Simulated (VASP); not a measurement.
# Zn3Cd5Se8 (P1) in VASP: notebook, part 2 of 2

VASP 6.6.1. Earlier steps stand in the parts before.

## 4. Single point, PBEsol

INCAR reads:

```
PREC = Accurate
ENCUT = 520
EDIFF = 1E-7
ISMEAR = -1
SIGMA = 0.05
LREAL = Auto
LASPH = T
NELM = 80
ALGO = Normal
ISIF = 2
LWAVE = F
LCHARG = F
GGA = PS
NBANDS = 86
NELECT = 145.0
ISYM = 0
```

KPOINTS reads:

```
Automatic mesh
0
Gamma
  1 1 1
  0.25 0.25 0.25
```

POSCAR reads:

```
Zn3Cd5Se8
1.0
   11.8205630000      0.0000000000      0.0000000000
    0.0000000000      5.9102820000      0.0000000000
    0.0000000000      0.0000000000      5.9102820000
Zn Se Cd
3 8 5
Direct
    0.9979910000      0.0090970000      0.9911930000
    0.5025640000      0.9790360000      0.0110030000
    0.2630170000      0.5074720000      0.0070380000
    0.1219140000      0.2534230000      0.2273740000
    0.6321350000      0.2688060000      0.2451300000
    0.3765510000      0.7359690000      0.2674170000
    0.8758480000      0.7458080000      0.2773820000
    0.3731040000      0.2346000000      0.7225020000
    0.8603780000      0.2522780000      0.7343910000
    0.1296010000      0.7398330000      0.7083060000
    0.6178600000      0.7472380000      0.7754720000
    0.7544630000      0.5079030000      0.0094710000
    0.2427450000      0.0297370000      0.4859420000
    0.7470140000      0.9899570000      0.4810530000
    0.9949360000      0.4988050000      0.5215850000
    0.5032580000      0.5074920000      0.4977440000
```

Potentials or basis: VASP PAW PBE potentials, release 64 (Zn, Se, Cd).

Launch:

```bash
$ cat potpaw_PBE.64/Zn/POTCAR potpaw_PBE.64/Se/POTCAR potpaw_PBE.64/Cd/POTCAR > POTCAR
$ mpirun -np 1 vasp_std > vasp.out
```

OUTCAR:

```text
PREC = Accurate
   ENCUT = 520
   EDIFF = 1E-7
   ISMEAR = -1
   LREAL = Auto
   LASPH = T
   NELM = 80
   ISIF = 2
   GGA = PS
   NELECT = 145.0
   ISYM = 0

 ion  position               nearest neighbor table
   1  0.998  0.009  0.991-   4 2.49   9 2.65   7 2.71  10 2.78
   2  0.503  0.979  0.011-  11 2.38   6 2.56   5 2.68   8 2.74
   3  0.263  0.507  0.007-   6 2.45   4 2.59   8 2.67  10 2.74
   4  0.122  0.253  0.227-  13 2.47   1 2.49   3 2.59  15 2.72
   5  0.632  0.269  0.245-  12 2.46  14 2.55  16 2.56   2 2.68
   6  0.377  0.736  0.267-  16 2.43   3 2.45   2 2.56  13 2.68
[... 8 lines left out ...]
  15  0.995  0.499  0.522-  10 2.40   7 2.49   9 2.50   4 2.72
  16  0.503  0.507  0.498-   6 2.43  11 2.56   5 2.56   8 2.59

IMPORTANT INFORMATION: All symmetrisations will be switched off!
NOSYMM: (Re-)initialisation of all symmetry stuff for point group C_1.

----------------------------------------------------------------------------------------

                                     Primitive cell

  volume of cell :     412.9092

  direct lattice vectors                    reciprocal lattice vectors
    11.820563000  0.000000000  0.000000000     0.084598339  0.000000000  0.000000000
     0.000000000  5.910282000  0.000000000     0.000000000  0.169196664  0.000000000
     0.000000000  0.000000000  5.910282000     0.000000000  0.000000000  0.169196664

  length of vectors
    11.820563000  5.910282000  5.910282000     0.084598339  0.169196664  0.169196664

  position of ions in fractional coordinates (direct lattice)
     0.997991000  0.009097000  0.991193000
     0.502564000  0.979036000  0.011003000
     0.263017000  0.507472000  0.007038000
     0.121914000  0.253423000  0.227374000
     0.632135000  0.268806000  0.245130000
     0.376551000  0.735969000  0.267417000
[... 8 lines left out ...]
     0.994936000  0.498805000  0.521585000
     0.503258000  0.507492000  0.497744000

  ion indices of the primitive-cell ions
   primitive index   ion index
                 1           1
                 2           2
[... 89 lines left out ...]
   LORBIT       =      0    0 simple, 1 ext, 2 COOP (PROOUT), +10 PAW based schemes
   GGA     = PS    functional components
   LHFCALC =     F    Hartree Fock is set to
   AEXX    =    0.0000 exact exchange contribution
   IVDW    =     0    specifies the selected vdW correction
   LEPSILON=     F    determine dielectric tensor
   LRPA    =     F    only Hartree local field effects (RPA)
 non-spin polarized calculation
  energy-cutoff  :      520.00
  volume of cell :      412.91
 maximum number of plane-waves:     11124
 NGX is ok and might be reduce to    90
   NGX = 43   NGY = 21   NGZ = 21

 number of electron     144.9999996 magnetization

 Free energy of the ion-electron system (eV)
  ---------------------------------------------------
  ext. energy  EPLUGINS =         0.00000000
  ---------------------------------------------------
  free energy    TOTEN  =       -45.17565130 eV

  energy without entropy =      -45.09844069  energy(sigma->0) =      -45.13704599

 E-fermi :   3.4139     XC(G=0):  -9.3636

 val. band max:        3.4085891778   @ k =   0.2500   0.2500   0.2500
 cond. band min:       3.4155297630   @ k =   0.2500  -0.2500  -0.2500
 fundamental gap:      0.0069405853
 Fermi energy:         3.4139483373

 k-point     1 :       0.2500    0.2500    0.2500
  band No.  band energies     occupation
      1     -11.7187      2.00000
      2     -11.5528      2.00000
      3     -11.4051      2.00000
      4     -11.3622      2.00000
      5     -11.3458      2.00000
      6     -11.1907      2.00000
[... 337 lines left out ...]
     83       6.1363      0.00000
     84       6.4193      0.00000
 [bands above 84 left out]

------------------------ aborting loop because EDIFF is reached ----------------------------------------

  FORCE on cell =-STRESS in cart. coord.  units (eV):
  Direction    XX          YY          ZZ          XY          YZ          ZX
  --------------------------------------------------------------------------------------
  -------------------------------------------------------------------------------------
  Total       18.3982715     18.2915457     16.6819542      0.9344616      0.3551463      3.2648372
  in kB       71.3892858     70.9751668     64.7296021      3.6259136      1.3780449     12.6682768
  external PRESSURE =      69.0313516 kB  Pullay stress =       0.0000000 kB

 VOLUME and BASIS-vectors are now :
 -----------------------------------------------------------------------------
  energy-cutoff  :      520.00
  volume of cell :      412.91
      direct lattice vectors                 reciprocal lattice vectors
    11.820563000  0.000000000  0.000000000     0.084598339  0.000000000  0.000000000
     0.000000000  5.910282000  0.000000000     0.000000000  0.169196664  0.000000000
     0.000000000  0.000000000  5.910282000     0.000000000  0.000000000  0.169196664

 POSITION                                       TOTAL-FORCE (eV/Angst)
 -----------------------------------------------------------------------------------
     11.79682      0.05377      5.85823        -0.074299     -0.285976     -0.222107
      5.94059      5.78638      0.06503        -0.433395      0.570880      0.210994
      3.10901      2.99930      0.04160        -0.377553     -0.326261     -0.582515
      1.44109      1.49780      1.34384        -0.454912      0.680849     -1.200748
      7.47219      1.58872      1.44879        -1.378762     -1.419453     -0.139323
      4.45104      4.34978      1.58051        -0.549678      1.182874     -1.685479
[... 8 lines left out ...]
     11.76070      2.94808      3.08271         0.126649     -1.065826     -0.622127
      5.94879      2.99942      2.94181         0.418328     -0.708713      0.686413
 -----------------------------------------------------------------------------------
    total drift:                                0.002975      0.001703      0.005638

  FREE ENERGIE OF THE ION-ELECTRON SYSTEM (eV)
  ---------------------------------------------------
  free  energy   TOTEN  =       -45.1756513045 eV

  energy  without entropy=      -45.0984406854  energy(sigma->0) =      -45.13704599
```

Wall time 8.8 min (1 thread of Intel Xeon 8259CL, shared host); peak memory 0.51 GiB.

What came out:

| Property | Result |
| --- | --- |
| Free energy | -45.1757 eV |
| Largest force | 2.671 eV/Å |

Forces in eV/Å, atoms in the order of the input:
```
Zn  -0.074 -0.286 -0.222
Zn  -0.433  0.571  0.211
Zn  -0.378 -0.326 -0.583
Se  -0.455  0.681 -1.201
Se  -1.379 -1.419 -0.139
Se  -0.550  1.183 -1.685
Se   0.845  0.367 -1.839
Se   1.091  0.674  2.343
Se   0.723 -0.784  1.075
Se   0.733  0.703  2.441
Se   0.157  0.718 -0.287
Cd   0.545  0.441 -0.359
Cd  -0.293 -0.935 -0.569
Cd  -1.078  0.189  0.749
Cd   0.127 -1.066 -0.622
Cd   0.418 -0.709  0.686
```

Caveat: the k points lie up to 1.06 Å⁻¹ apart; the cell carries a net charge on a neutralising background, which shifts energy and pressure; the cell is charged against a uniform background, so pressure and absolute levels hang on convention; the PAW data sets were made with another functional, which shifts forces and pressure a little.
